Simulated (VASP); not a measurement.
# Li16H (a cell with a defect) in VASP: further runs

Li16H (a cell with a defect) is run at these levels: PBE; tasks: single point, molecular dynamics.

Program: VASP 6.6.1. These are calculated values, not measurements. Logs are shortened: lines on timing, memory, paths and dates and some standing lists are left out, and cuts for length are marked.

### 1 The cell of the first run

The cell holds a defect, 17 atoms: a = 6.570 Å, b = 6.570 Å, c = 6.570 Å, α = 90.00°, β = 90.00°, γ = 90.00°.

### 2 Single point, PBE

INCAR reads:

```
SYSTEM = Li16H
ALGO = Normal
EDIFF = 1E-6
ENCUT = 520
GGA = PE
ISIF = 2
ISMEAR = -1
LASPH = .True.
LCHARG = .True.
LELF = .True.
LREAL = Auto
LVHAR = .True.
LWAVE = .False.
NBANDS = 38
NELM = 80
PREC = Accurate
SIGMA = 0.05
```

KPOINTS reads:

```
k-points
0
Gamma
  2 2 2
  0 0 0
```

POSCAR reads:

```
Li16H
1.0
    6.5700000000      0.0000000000      0.0000000000
    0.0000000000      6.5700000000      0.0000000000
    0.0000000000      0.0000000000      6.5700000000
Li H
16 1
Direct
   -0.1027549467     -0.0977777778      0.0675951294
    0.4085388128      0.0135007610      0.0065601218
   -0.0573363775      0.5068949772      0.1278234399
   -0.0786605784      0.0857686454      0.5052207002
    0.1330441400      0.1819025875      0.1435920852
    0.4065296804      0.5581430746     -0.0010502283
    0.4792694064      0.1317047184      0.4354033486
    0.6541704718      0.2294520548      0.1762252664
   -0.0358904110      0.5662404871      0.5486605784
    0.2315372907      0.7999847793      0.3445814307
    0.2155859970      0.2383561644      0.7639726027
    0.4007305936      0.4446270928      0.4527853881
    0.7233181126      0.7909132420      0.3431659056
    0.6695738204      0.2612937595      0.7335159817
    0.2787519026      0.7679908676      0.7380974125
    0.6452207002      0.7633181126      0.7396499239
   -0.1585083714      1.2795281583      0.0319939117
```

Potentials or basis: VASP PAW PBE potentials, release 64 (Li_sv, H).

Launch:

```sh
cat potpaw_PBE.64/Li_sv/POTCAR potpaw_PBE.64/H/POTCAR > POTCAR
mpirun -np 1 vasp_std > vasp.out
```

OUTCAR:

```text
SYSTEM = Li16H
   EDIFF = 1E-6
   ENCUT = 520
   GGA = PE
   ISIF = 2
   ISMEAR = -1
   LASPH = .True.
   LREAL = Auto
   NELM = 80
   PREC = Accurate

 ion  position               nearest neighbor table
   1  0.897  0.902  0.068-  13 2.26   5 2.45
   2  0.409  0.014  0.007-   5 2.30   8 2.42  11 2.52  15 2.54
   3  0.943  0.507  0.128-   5 2.48
   4  0.921  0.086  0.505-  14 2.51  13 2.56
   5  0.133  0.182  0.144-   2 2.30   1 2.45   3 2.48  11 2.58
   6  0.407  0.558  0.999-  15 2.35
   7  0.479  0.132  0.435-  12 2.12   8 2.15  14 2.47
   8  0.654  0.229  0.176-  17 1.59   7 2.15   2 2.42
   9  0.964  0.566  0.549-  13 2.55
  10  0.232  0.800  0.345-
  11  0.216  0.238  0.764-   2 2.52   5 2.58
  12  0.401  0.445  0.453-   7 2.12
  13  0.723  0.791  0.343-   1 2.26   9 2.55   4 2.56
  14  0.670  0.261  0.734-   7 2.47   4 2.51
  15  0.279  0.768  0.738-   6 2.35  16 2.41   2 2.54
  16  0.645  0.763  0.740-  15 2.41
  17  0.841  0.280  0.032-   8 1.59

  LATTYP: Found a simple cubic cell.
 ALAT       =     6.5700000000

  Lattice vectors:

 A1 = (   6.5700000000,   0.0000000000,   0.0000000000)
 A2 = (   0.0000000000,   6.5700000000,   0.0000000000)
 A3 = (   0.0000000000,   0.0000000000,   6.5700000000)

Analysis of symmetry for initial positions (statically):
=====================================================================
 Subroutine PRICEL returns:
 Original cell was already a primitive cell.

 Routine SETGRP: Setting up the symmetry group for a
 simple cubic supercell.

 Subroutine GETGRP returns: Found  1 space group operations
 (whereof  1 operations were pure point group operations)
 out of a pool of 48 trial point group operations.

The static configuration has the point symmetry C_1 .

Analysis of symmetry for dynamics (positions and initial velocities):
=====================================================================
 Subroutine PRICEL returns:
 Original cell was already a primitive cell.

 Routine SETGRP: Setting up the symmetry group for a
 simple cubic supercell.

 Subroutine GETGRP returns: Found  1 space group operations
 (whereof  1 operations were pure point group operations)
 out of a pool of 48 trial point group operations.

The dynamic configuration has the point symmetry C_1 .

 Subroutine INISYM returns: Found  1 space group operations
 (whereof  1 operations are pure point group operations),
 and found     1 'primitive' translations

----------------------------------------------------------------------------------------

                                     Primitive cell

  volume of cell :     283.5934

  direct lattice vectors                    reciprocal lattice vectors
     6.570000000  0.000000000  0.000000000     0.152207002  0.000000000  0.000000000
     0.000000000  6.570000000  0.000000000     0.000000000  0.152207002  0.000000000
     0.000000000  0.000000000  6.570000000     0.000000000  0.000000000  0.152207002

  length of vectors
     6.570000000  6.570000000  6.570000000     0.152207002  0.152207002  0.152207002

  position of ions in fractional coordinates (direct lattice)
     0.897245053  0.902222222  0.067595129
     0.408538813  0.013500761  0.006560122
     0.942663622  0.506894977  0.127823440
     0.921339422  0.085768645  0.505220700
     0.133044140  0.181902587  0.143592085
     0.406529680  0.558143075  0.998949772
[... 9 lines left out ...]
     0.645220700  0.763318113  0.739649924
     0.841491629  0.279528158  0.031993912

  ion indices of the primitive-cell ions
   primitive index   ion index
                 1           1
                 2           2
                 3           3
                 4           4
                 5           5
                 6           6
[... 9 lines left out ...]
                16          16
                17          17

----------------------------------------------------------------------------------------

 KPOINTS: k-points

Automatic generation of k-mesh.
 Grid dimensions read from file:
 generate k-points for:    2    2    2

 Generating k-lattice:

  Cartesian coordinates                     Fractional coordinates (reciprocal lattice)
     0.076103501  0.000000000  0.000000000     0.500000000  0.000000000  0.000000000
     0.000000000  0.076103501  0.000000000     0.000000000  0.500000000  0.000000000
     0.000000000  0.000000000  0.076103501     0.000000000  0.000000000  0.500000000

  Length of vectors
     0.076103501  0.076103501  0.076103501

  Shift w.r.t. Gamma in fractional coordinates (k-lattice)
     0.000000000  0.000000000  0.000000000

 Subroutine IBZKPT returns following result:
 ===========================================

 Found      8 irreducible k-points:

 Following reciprocal coordinates:
            Coordinates               Weight
  0.000000  0.000000  0.000000      1.000000
  0.500000  0.000000  0.000000      1.000000
  0.000000  0.500000  0.000000      1.000000
  0.000000  0.000000  0.500000      1.000000
  0.500000  0.500000  0.000000      1.000000
  0.000000  0.500000  0.500000      1.000000
  0.500000  0.000000  0.500000      1.000000
  0.500000  0.500000  0.500000      1.000000
   k-points           NKPTS =      8   k-points in BZ     NKDIM =      8   number of bands    NBANDS=     38
   number of dos      NEDOS =    301   number of ions     NIONS =     17
   total plane-waves  NPLWV = 125000
   dimension x,y,z NGX =    50 NGY =   50 NGZ =   50
   dimension x,y,z NGXF=   100 NGYF=  100 NGZF=  100
   ions per type =              16   1
   NGX,Y,Z   is equivalent  to a cutoff of  12.65, 12.65, 12.65 a.u.
   NGXF,Y,Z  is equivalent  to a cutoff of  25.30, 25.30, 25.30 a.u.
 SYSTEM =  Li16H
   PREC   = accura    normal or accurate (medium, high low for compatibility)
   ISTART =      0    job   : 0-new  1-cont  2-samecut
   ICHARG =      2    charge: 1-file 2-atom 10-const
   ISPIN  =      1    spin polarized calculation?
   LNONCOLLINEAR =      F non collinear calculations
   LSORBIT =      F    spin-orbit coupling
   LASPH  =      T    aspherical Exc in radial PAW
   ENCUT  =  520.0 eV  38.22 Ry    6.18 a.u.  12.22 12.22 12.22*2*pi/ulx,y,z
   NELM   =     80;   NELMIN=  2; NELMDL= -5     # of ELM steps
   EDIFF  = 0.1E-05   stopping-criterion for ELM
   LREAL  =      T    real-space projection
   EDIFFG = 0.1E-04   stopping-criterion for IOM
   NSW    =      0    number of steps for IOM
   IBRION =     -1    ionic relax: 0-MD 1-quasi-New 2-CG
   NFREE  =      0    steps in history (QN), initial steepest desc. (CG)
   ISIF   =      2    stress and relaxation
   ISYM   =      2    0-nonsym 1-usesym 2-fastsym
   POTIM  = 0.5000    time-step for ionic-motion
   TEBEG  =    0.0;   TEEND  =   0.0 temperature during run
   PSTRESS=    0.0 pullay stress
   NELECT =      49.0000    total number of electrons
   NUPDOWN=      -1.0000    fix difference up-down
   EMIN   =  10.00;   EMAX   =-10.00  energy-range for DOS
   EFERMI =   0.00;   METHOD = LEGACY
   ISMEAR =    -1;   SIGMA  =   0.05  broadening in eV -4-tet -1-fermi 0-gaus
   EFERMI_NEDOS =   21; number of points for ismear=-14 and -15
   IALGO  =     38    algorithm
   IMIX   =      4    mixing-type and parameters
     AMIX     =   0.40;   BMIX     =  1.00
     AMIX_MAG =   1.60;   BMIX_MAG =  1.00
  volume/ion in A,a.u.               =      16.68       112.58
  Fermi-wavevector in a.u.,A,eV,Ry     =   0.911818  1.723086 11.312048  0.831412
  Thomas-Fermi vector in A             =   2.036142
   LORBIT       =      0    0 simple, 1 ext, 2 COOP (PROOUT), +10 PAW based schemes
   GGA     = PE    functional components
   LHFCALC =     F    Hartree Fock is set to
   AEXX    =    0.0000 exact exchange contribution
   IVDW    =     0    specifies the selected vdW correction
   LEPSILON=     F    determine dielectric tensor
   LRPA    =     F    only Hartree local field effects (RPA)
 non-spin polarized calculation
  energy-cutoff  :      520.00
  volume of cell :      283.59
 maximum number of plane-waves:      7689
 NGX is ok and might be reduce to    50
   NGX = 25   NGY = 25   NGZ = 25

 number of electron      48.9999997 magnetization

 Free energy of the ion-electron system (eV)
  ---------------------------------------------------
  ext. energy  EPLUGINS =         0.00000000
  ---------------------------------------------------
  free energy    TOTEN  =       -30.82444106 eV

  energy without entropy =      -30.76354727  energy(sigma->0) =      -30.79399416

 E-fermi :   0.9029     XC(G=0):  -7.3964

 val. band max:        0.8812682439   @ k =   0.0000   0.0000   0.0000
 cond. band min:       0.9505946753   @ k =   0.5000   0.5000   0.0000
 fundamental gap:      0.0693264314
 Fermi energy:         0.9028595396

 k-point     1 :       0.0000    0.0000    0.0000
  band No.  band energies     occupation
      1     -45.6613      2.00000
      2     -45.5942      2.00000
      3     -45.5907      2.00000
      4     -45.5459      2.00000
      5     -45.5408      2.00000
      6     -45.5185      2.00000
[... 28 lines left out ...]
     35       4.2767      0.00000
     36       4.6278      0.00000

 k-point     2 :       0.5000    0.0000    0.0000
  band No.  band energies     occupation
      1     -45.6612      2.00000
      2     -45.5937      2.00000
      3     -45.5908      2.00000
      4     -45.5460      2.00000
      5     -45.5411      2.00000
      6     -45.5187      2.00000
[... 28 lines left out ...]
     35       4.0961      0.00000
     36       4.3304      0.00000
[... 193 lines left out ...]
     35       4.8743      0.00000
     36       5.4599      0.00000

 k-point     8 :       0.5000    0.5000    0.5000
  band No.  band energies     occupation
      1     -45.6607      2.00000
      2     -45.5938      2.00000
      3     -45.5912      2.00000
      4     -45.5450      2.00000
      5     -45.5417      2.00000
      6     -45.5191      2.00000
[... 28 lines left out ...]
     35       4.1279      0.00000
     36       4.2134      0.00000
 [bands above 36 left out]

------------------------ aborting loop because EDIFF is reached ----------------------------------------

  FORCE on cell =-STRESS in cart. coord.  units (eV):
  Direction    XX          YY          ZZ          XY          YZ          ZX
  --------------------------------------------------------------------------------------
  -------------------------------------------------------------------------------------
  Total        5.1138092      6.7479190      7.1744352     -0.5422232      0.0518012     -2.9607455
  in kB       28.8907619     38.1227601     40.5323879     -3.0633217      0.2926539    -16.7269037
  external PRESSURE =      35.8486366 kB  Pullay stress =       0.0000000 kB

 VOLUME and BASIS-vectors are now :
 -----------------------------------------------------------------------------
  energy-cutoff  :      520.00
  volume of cell :      283.59
      direct lattice vectors                 reciprocal lattice vectors
     6.570000000  0.000000000  0.000000000     0.152207002  0.000000000  0.000000000
     0.000000000  6.570000000  0.000000000     0.000000000  0.152207002  0.000000000
     0.000000000  0.000000000  6.570000000     0.000000000  0.000000000  0.152207002

 POSITION                                       TOTAL-FORCE (eV/Angst)
 -----------------------------------------------------------------------------------
      5.89490      5.92760      0.44410         0.173046      0.305269     -1.043181
      2.68410      0.08870      0.04310         0.602187     -0.565290      0.043546
      6.19330      3.33030      0.83980        -0.004799      0.160506     -0.292441
      6.05320      0.56350      3.31930         0.467249     -0.088536     -0.085676
      0.87410      1.19510      0.94340        -0.403676      0.518273      0.612522
      2.67090      3.66700      6.56310         0.176682     -0.521065      0.718995
[... 9 lines left out ...]
      4.23910      5.01500      4.85950         0.431173      0.185780     -0.054142
      5.52860      1.83650      0.21020         0.877719     -0.381701     -0.639583
 -----------------------------------------------------------------------------------
    total drift:                                0.000894     -0.000114     -0.003435

  FREE ENERGIE OF THE ION-ELECTRON SYSTEM (eV)
  ---------------------------------------------------
  free  energy   TOTEN  =       -30.8244410584 eV

  energy  without entropy=      -30.7635472707  energy(sigma->0) =      -30.79399416
```

Wall time 48 s (1 thread of Intel Xeon 6975P-C (Granite Rapids), shared host); peak memory 0.35 GiB.

What came out:

```
Free energy            : -30.8244 eV
Largest force          : 1.664 eV/Å
Band gap on the k mesh : zero (an odd number of electrons rules out a gap without spin polarisation)
```

Forces in eV/Å, atoms in the order of the input:
```
Li   0.173  0.305 -1.043
Li   0.602 -0.565  0.044
Li  -0.005  0.161 -0.292
Li   0.467 -0.089 -0.086
Li  -0.404  0.518  0.613
Li   0.177 -0.521  0.719
Li  -0.585 -1.457  0.552
Li   0.217  0.470 -0.062
Li   0.071 -0.496  0.202
Li   0.089  0.225 -0.371
Li  -0.214  0.229 -0.288
Li  -0.113  0.944 -0.075
Li  -1.099 -0.346  0.135
Li   0.215  0.351  0.932
Li  -0.900  0.467 -0.285
Li   0.431  0.186 -0.054
H    0.878 -0.382 -0.640
```

Levels at points of the mesh, in eV from the Fermi level:
```
           k point  band 20  band 21  band 22  band 23  band 24  band 25  band 26  band 27  band 28  band 29
(0.00, 0.00, 0.00)    -1.18    -1.12    -0.98    -0.89    -0.02     0.40     0.48     0.61     0.72     0.80
(0.50, 0.00, 0.00)    -0.78    -0.66    -0.59    -0.52    -0.41    -0.39    -0.11     0.74     1.14     1.34
(0.00, 0.50, 0.00)    -0.80    -0.72    -0.59    -0.46    -0.40    -0.31    -0.04     0.77     1.21     1.29
(0.00, 0.00, 0.50)    -0.72    -0.62    -0.61    -0.54    -0.41    -0.36    -0.21     0.78     1.15     1.51
(0.50, 0.50, 0.00)    -2.28    -1.26    -0.20    -0.13     0.05     0.14     0.25     0.39     0.56     1.51
(0.00, 0.50, 0.50)    -2.23    -1.46    -0.25    -0.21    -0.05     0.31     0.42     0.53     0.80     1.14
(0.50, 0.00, 0.50)    -2.30    -1.14    -0.28    -0.18    -0.04     0.08     0.32     0.47     0.60     1.68
(0.50, 0.50, 0.50)    -1.77    -1.69    -1.67    -1.63    -1.52     0.71     1.81     2.14     2.24     2.45
```

Caveat: the k points lie up to 0.48 Å⁻¹ apart, too coarse for converged energies and pressures of a metal; the cutoff is under 1.25 times the usual one of these potentials, so pressure, stress and relaxed cells hold a basis-set (Pulay) error; the atoms stand as in a frame of molecular dynamics.

### 3 Single point, PBE

INCAR reads:

```
PREC = Accurate
ENCUT = 520
EDIFF = 1E-6
ISMEAR = -1
SIGMA = 0.05
LREAL = Auto
LASPH = True
NELM = 80
ALGO = Normal
ISIF = 2
LWAVE = False
LCHARG = False
GGA = PE
NBANDS = 38
```

KPOINTS reads:

```
regular mesh
0
Gamma
  2 2 2
```

POSCAR reads:

```
Li16H
1.0
    6.5700000000      0.0000000000      0.0000000000
    0.0000000000      6.5700000000      0.0000000000
    0.0000000000      0.0000000000      6.5700000000
Li H
16 1
Direct
    0.0425266362     -0.0575342466     -0.0836529680
    0.4570167428     -0.0062709285     -0.0058904110
   -0.1431354642      0.5865144597      0.0964992390
    0.0077625571      0.0527549467      0.4785844749
    0.2038051750      0.3243683409      0.1977777778
    0.4070776256      0.5404109589      0.0602891933
    0.4069558600      0.0073668189      0.4873363775
    0.7991780822      0.1620547945      0.1888736682
   -0.0897564688      0.4908523592      0.5395281583
    0.1211263318      0.7964231355      0.2738356164
    0.2212937595      0.2564383562      0.8138508371
    0.3687671233      0.5082191781      0.5059665145
    0.5730136986      0.7447184170      0.3255251142
    0.7367427702      0.3006849315      0.8335616438
    0.1560578387      0.7866818874      0.6861035008
    0.6934094368      0.7679908676      0.7472450533
   -0.0913242009      1.1461035008     -0.1032572298
```

Potentials or basis: VASP PAW PBE potentials, release 64 (Li_sv, H).

Launch:

```sh
cat potpaw_PBE.64/Li_sv/POTCAR potpaw_PBE.64/H/POTCAR > POTCAR
mpirun -np 1 vasp_std > vasp.out
```

Wall time 49 s (1 thread of Intel Xeon 6975P-C (Granite Rapids), shared host); peak memory 0.34 GiB.

The run converged. Its results:

| Quantity | Value |
| --- | --- |
| Free energy | -30.5291 eV |
| Largest force | 1.648 eV/Å |
| Band gap on the k mesh | zero (an odd number of electrons rules out a gap without spin polarisation) |

Forces on the atoms (eV/Å):
```
Li  -0.592  0.217  1.163
Li  -0.011 -0.122  0.211
Li   0.178 -0.050 -0.125
Li  -0.637  0.631  0.516
Li  -0.582 -0.757  0.612
Li   0.471  0.639 -0.956
Li   0.245  0.938  0.155
Li  -0.249 -0.111 -0.195
Li   0.134  0.046 -0.472
Li   0.340 -0.410 -0.316
Li  -0.506  0.227 -0.396
Li   0.133 -0.553  0.467
Li   0.913  0.149 -0.128
Li  -0.824  0.271 -0.550
Li   0.790 -1.427 -0.237
Li  -0.131  0.178 -0.017
H    0.329  0.134  0.267
```

Levels at points of the mesh, in eV from the Fermi level:
```
           k point  band 22  band 23  band 24  band 25  band 26  band 27
(0.00, 0.00, 0.00)    -1.00    -0.89    -0.29     0.36     0.49     0.57
(0.50, 0.00, 0.00)    -0.61    -0.53    -0.43    -0.29    -0.16     0.70
(0.00, 0.50, 0.00)    -0.75    -0.52    -0.29    -0.22    -0.04     0.87
(0.00, 0.00, 0.50)    -0.61    -0.52    -0.43    -0.32    -0.24     0.90
(0.50, 0.50, 0.00)    -0.37    -0.25     0.04     0.18     0.25     0.39
(0.00, 0.50, 0.50)    -0.35    -0.19     0.00     0.22     0.28     0.71
(0.50, 0.00, 0.50)    -0.26    -0.18     0.02     0.09     0.20     0.49
(0.50, 0.50, 0.50)    -1.68    -1.62    -1.40     0.87     1.90     2.17
```

Caveat: the k points lie up to 0.48 Å⁻¹ apart, too coarse for converged energies and pressures of a metal; the cutoff is under 1.25 times the usual one of these potentials, so pressure, stress and relaxed cells hold a basis-set (Pulay) error; the atoms stand as in a frame of molecular dynamics.

[end of part 1 of 2]

The gap in the log of VASP goes by the Fermi energy; the results here count the filled bands.